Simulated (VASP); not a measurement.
Write the native input for VASP 6.6.1 that does the following.

| Quantity | Value |
| --- | --- |
| Task | single point |
| Functional | PBE |
| Potentials or basis | VASP PAW PBE potentials, release 64 (Ba_sv) |
| Cutoff | 520 eV |
| k mesh | 11 × 11 × 7 |
| Occupations | fermi-dirac, width 0.03 eV |
| Spin | no spin polarisation |
| Dipole correction | no |
| k mesh for the DOS | 17 × 17 × 11 |
| Occupations for the DOS | tetrahedron |
| Further INCAR settings | ALGO = Normal; EDIFF = 1e-06; NBANDS = 11 |

Ba:

```
Ba
1.0
     1.95500   -3.65000    0.00000
     1.95500    3.65000    0.00000
     0.00000    0.00000    5.70000
Ba
1
Cartesian
  0.0000 0.0000 0.0000
```

The input as run:

POSCAR

```
Ba
1.0
    1.9550000000     -3.6500000000      0.0000000000
    1.9550000000      3.6500000000      0.0000000000
    0.0000000000      0.0000000000      5.7000000000
Ba
1
Direct
    0.0000000000      0.0000000000      0.0000000000
```

INCAR.step1

```
SYSTEM = Ba
PREC     = Accurate       ! precision mode
ENCUT    = 520            ! plane-wave cutoff, eV
EDIFF    = 1E-6           ! SCF threshold, eV
ISMEAR   = -1             ! smearing method
SIGMA    = 0.03           ! smearing width, eV
LREAL    = .FALSE.        ! projectors in reciprocal space
LASPH    = .TRUE.         ! aspherical terms in the spheres
NELM     = 100            ! most SCF steps
ALGO     = Normal         ! electronic algorithm
ISIF     = 2              ! what is computed and relaxed
LWAVE    = .FALSE.        ! write WAVECAR
LCHARG   = .TRUE.         ! write CHGCAR
GGA      = PE             ! functional
NBANDS   = 11             ! bands
```

KPOINTS.step1

```
Automatic mesh
0
G
  11 11 7
  0 0 0
```

INCAR.step2

```
SYSTEM = Ba
PREC     = Accurate       ! precision mode
ENCUT    = 520            ! plane-wave cutoff, eV
EDIFF    = 1E-6           ! SCF threshold, eV
ISMEAR   = -5             ! smearing method
SIGMA    = 0.03           ! smearing width, eV
LREAL    = .FALSE.        ! projectors in reciprocal space
LASPH    = .TRUE.         ! aspherical terms in the spheres
NELM     = 100            ! most SCF steps
ALGO     = Normal         ! electronic algorithm
ISIF     = 2              ! what is computed and relaxed
LWAVE    = .FALSE.        ! write WAVECAR
LCHARG   = .FALSE.        ! write CHGCAR
GGA      = PE             ! functional
LORBIT   = 11             ! projections on sites
NBANDS   = 11             ! bands
NEDOS    = 2001           ! points of the DOS
ICHARG   = 11             ! starting density
```

KPOINTS.step2

```
Automatic mesh
0
G
  17 17 11
  0 0 0
```

Potentials or basis: VASP PAW PBE potentials, release 64 (Ba_sv).

Command:

```console
$ cat potpaw_PBE.64/Ba_sv/POTCAR > POTCAR
$ cp INCAR.step1 INCAR
$ cp KPOINTS.step1 KPOINTS
$ mpirun -np 1 vasp_std > vasp.out
$ cp INCAR.step2 INCAR
$ cp KPOINTS.step2 KPOINTS
$ mpirun -np 1 vasp_std > vasp.out
```

Results of the run:

The valence electrons inside the program's atomic spheres are Ba 7.93.

Wall time 6 min on 1 thread of Intel(R) Xeon(R) Platinum 8259CL CPU @ 2.50GHz (Skylake/Cascade Lake), with other jobs on the host, peak memory 0.54 GiB.
